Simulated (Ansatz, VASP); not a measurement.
## WC: VASP beside Ansatz

```xyz
2
Lattice="0.0000 2.0830 2.1379 2.0830 0.0000 2.1379 2.0830 2.0830 0.0000" Properties=species:S:1:pos:R:3 pbc="T T T"
W     0.0000    0.0000    0.0000
C     2.0830    2.0830    2.1379
```

Change from the starting cell: strain -0.050 along x and y, -0.025 along z, atoms carried along.

Alike in both runs: task single point; functional PBEsol; k mesh 18 × 18 × 18; occupations gaussian, width 0.15 eV; no spin polarisation.

```csv
,VASP,Ansatz
version,VASP 6.6.1,Ansatz 0.2.0
potentials or method,"VASP PAW PBE potentials, release 64 (W_sv, C), cutoff 520 eV","scalar-relativistic, plane waves, PAW"
valence electrons in the cell,18,18
```

```tsv
	VASP	Ansatz	Ansatz less VASP
gap on the k mesh at the Fermi level (eV)	none	none	-
pressure (GPa)	51.0	49.2	-1.81
traceless stress, the component that is largest in VASP (GPa)	-17.28	-17.16	+0.117
```

VASP's potentials were made for PBE, not for PBEsol. A gap of «none» marks a metal or a gap that the smearing closes. Both programs put the cell under a high pressure, so it lies far from rest at this level. The functional is the same, so the differences come from potentials, cutoffs and numerics.

Spin-orbit coupling is off throughout.
